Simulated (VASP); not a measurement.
A run of VASP 6.6.1 is set up as follows.

INCAR

```
SYSTEM = As
ALGO = Normal
DIPOL = 0.5 0.5 0.500
EDIFF = 1E-6
ENCUT = 400
GGA = PS
GGA_COMPAT = .False.
IDIPOL = 3
ISIF = 2
ISMEAR = 0
LASPH = .True.
LCHARG = .False.
LDIPOL = .True.
LREAL = .False.
LWAVE = .False.
NBANDS = 12
NELM = 120
NELMDL = -8
PREC = Accurate
SIGMA = 0.03
```

File KPOINTS:

```
k-points
0
Gamma
  12 12 1
  0 0 0
```

POSCAR

```
As
1.0
    3.5185784802      0.0000000000      0.0000000000
   -1.7592892401      3.0471783491      0.0000000000
    0.0000000000      0.0000000000     17.3956058377
As
2
Direct
    0.3333333333      0.6666666667      0.4598862537
    0.6666666667      0.3333333333      0.5401137463
```

Potentials or basis: VASP PAW PBE potentials, release 64 (As).

Run with:

```console
$ cat potpaw_PBE.64/As/POTCAR > POTCAR
$ mpirun -np 1 vasp_std > vasp.out
```

Task: Estimate the band gap on the k mesh.

Result: 1.41 eV, indirect (least direct gap 2.15 eV).

Task: Predict the largest force.

Result: 0.135 eV/Å.

Forces in eV/Å, atoms in the order of the input:
```
As   0.000  0.000 -0.135
As   0.000  0.000  0.135
```

Caveat: the PAW data sets were made with another functional, which shifts forces and pressure a little.
